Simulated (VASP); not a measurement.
**KTaO3: single point with PBEsol**

Crystal: KTaO3.

```
CELL_PARAMETERS angstrom
3.92666 0.00000 0.00000
0.00000 3.92666 0.00000
0.00000 0.00000 3.92666
ATOMIC_POSITIONS crystal
K 0.50000 0.50000 0.50000
Ta 0.00000 0.00000 0.00000
O 0.00000 0.50000 0.00000
O 0.00000 0.00000 0.50000
O 0.50000 0.00000 0.00000
```

```
Program                : VASP 6.6.1
Task                   : single point
Functional             : PBEsol
Potentials or basis    : VASP PAW PBE potentials, release 64 (K_sv, Ta_pv, O)
Cutoff                 : 520 eV
k mesh                 : 8 × 8 × 8
Occupations            : gaussian, width 0.02 eV
Spin                   : no spin polarisation
Dipole correction      : no
Further INCAR settings : ALGO = Normal; EDIFF = 1e-06; NBANDS = 27
```

```
Pressure               : 10.9 GPa
Band gap on the k mesh : 2.18 eV (least direct gap 2.77 eV)
```

Levels at points of the mesh, in eV from the valence-band top:
```tsv
k point	band 17	band 18	band 19	band 20	band 21	band 22
(0.00, 0.00, 0.00)	-0.60	-0.60	-0.60	2.18	2.18	2.18
(0.50, 0.00, 0.00)	-1.67	-0.84	-0.84	2.36	5.30	5.30
(0.50, 0.50, 0.00)	-1.51	-1.51	-0.05	5.34	5.34	6.71
(0.50, 0.50, 0.50)	0.00	0.00	0.00	6.88	6.88	6.88
```

It took 69 s on 1 thread of Intel(R) Xeon(R) 6975P-C (Granite Rapids) (shared host), peak memory 0.2 GiB.

Caveat: the cell stands under pressure; the PAW data sets were made with another functional, which shifts forces and pressure a little; spin-orbit coupling is left out, which moves the levels of the heavy elements. A k mesh can miss the band edges.
